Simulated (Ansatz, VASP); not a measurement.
## Cu: VASP beside Ansatz

File INCAR:

```
PREC     = Accurate       # precision mode
ENCUT    = 520            # plane-wave cutoff, eV
EDIFF    = 1E-7           # SCF threshold, eV
ISMEAR   = -1             # smearing method
SIGMA    = 0.1            # smearing width, eV
LREAL    = F              # projectors in reciprocal space
LASPH    = T              # aspherical terms in the spheres
NELM     = 80             # most SCF steps
ALGO     = Normal         # electronic algorithm
ISIF     = 2              # what is computed and relaxed
LWAVE    = F              # write WAVECAR
LCHARG   = F              # write CHGCAR
GGA      = PE             # functional
NBANDS   = 12             # bands
```

KPOINTS

```
Automatic mesh
0
Gamma
  18 18 18
```

POSCAR

```
Cu
1.0
   -1.4425911822      1.4425911822      1.4425911822
    1.4425911822     -1.4425911822      1.4425911822
    1.4425911822      1.4425911822     -1.4425911822
Cu
1
Direct
    0.0000000000      0.0000000000      0.0000000000
```

Input for Ansatz:

```yaml
crystal:
  lattice:
    - [-1.4425911822, 1.4425911822, 1.4425911822]
    - [1.4425911822, -1.4425911822, 1.4425911822]
    - [1.4425911822, 1.4425911822, -1.4425911822]
  atoms:
    - { symbol: Cu, position: [0.0, 0.0, 0.0] }
kpoints:
  mp_grid: { grid: [18, 18, 18] }
  band_path:
    path:
      - [0.0, 0.0, 0.0]
      - [0.5, -0.5, 0.5]
      - [0.0, 0.0, 0.5]
      - [0.0, 0.0, 0.0]
      - [0.25, 0.25, 0.25]
      - [0.5, -0.5, 0.5]
      - [0.25, 0.25, 0.25]
      - [0.0, 0.0, 0.5]
    npoints: 14
scf:
  occupations: { method: fermi_dirac, width: 0.1 }
hamiltonian:
  xc: pbe
  pseudopotentials: { kind: all_electron, lapw: { basis_error: 0.001 } }
output:
  forces: true
  stress: true
  eigenvalues: true
  populations: true
  dos: { projected: true, de: 0.2, e_range: [-14, 8] }
```

Alike in both runs: task single point; functional PBE; k mesh 18 × 18 × 18; occupations fermi-dirac, width 0.1 eV; no spin polarisation.

|  | VASP | Ansatz |
| --- | --- | --- |
| version | VASP 6.6.1 | Ansatz 0.2.0 |
| potentials or method | VASP PAW PBE potentials, release 64 (Cu), cutoff 520 eV | all-electron LAPW, scalar-relativistic |

VASP gave:

```
pressure (GPa) : 0.6
```

Problem. Estimate Ansatz's values.

Solution. Pressure (GPa): 0.0.

Ansatz ran all-electron here, and VASP with PAW potentials.
